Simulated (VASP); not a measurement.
Here is a VASP 6.6.1 calculation.

Contents of INCAR:

```
SYSTEM = Si
ALGO = Normal
EDIFF = 1E-7
EDIFFG = -0.025
ENCUT = 600
GGA = PE
IBRION = 2
ISIF = 3
ISMEAR = 0
LASPH = .TRUE.
LCHARG = .FALSE.
LREAL = .FALSE.
LWAVE = .FALSE.
NELM = 80
NSW = 80
PREC = Accurate
SIGMA = 0.2
```

The input KPOINTS:

```
k-points
0
G
  4 4 4
  0 0 0
```

File POSCAR:

```
Si
1.0
    5.1526871923      0.0098219762     -0.0091328179
    0.0098219762      5.0379224692     -0.0301743081
   -0.0091328179     -0.0301743081      5.1203695145
Si
8
Direct
    0.0134147223      0.0035737375      0.0037805573
   -0.0049741462      0.0009436949      0.4892126363
    0.0024793384      0.5103535318      0.0004023585
   -0.0058817949      0.4970637385      0.5070510040
    0.5113483446      1.0045250032     -0.0135639852
    0.4917603417      0.9880678351      0.5115909833
    0.4884411257      0.4973750611     -0.0002752548
    0.5034120684      0.4980973978      0.5018017005
```

Potentials or basis: VASP PAW PBE potentials, release 64 (Si).

The run is started by

```console
$ cat potpaw_PBE.64/Si/POTCAR > POTCAR
$ mpirun -np 1 vasp_std > vasp.out
```

**Question.** What does it give for the space group after relaxing (to 0.1 Å)?

**Answer.** P6/mmm (No. 191).

**Question.** What does it give for the band gap on the k mesh?

**Answer.** Zero (bands 16 and 17 overlap by 2.51 eV).

**Question.** Estimate the relaxed cell.

**Answer.** a = 5.321 Å, b = 4.994 Å, c = 4.503 Å, α = 90.00°, β = 89.96°, γ = 90.02°.

Final structure:
```
Si
1.0
     5.32109    0.00166    0.00486
    -0.00307    4.99420   -0.01082
    -0.00099    0.00954    4.50299
Si
8
Cartesian
  0.6440 0.0103 4.5036
  4.6729 4.9996 2.2459
  0.6856 2.5073 4.4966
  4.6305 2.5026 2.2496
  3.3032 0.0016 0.0039
  2.0118 4.9989 2.2426
  3.3489 2.5086 4.5001
  1.9701 2.5022 2.2488
```
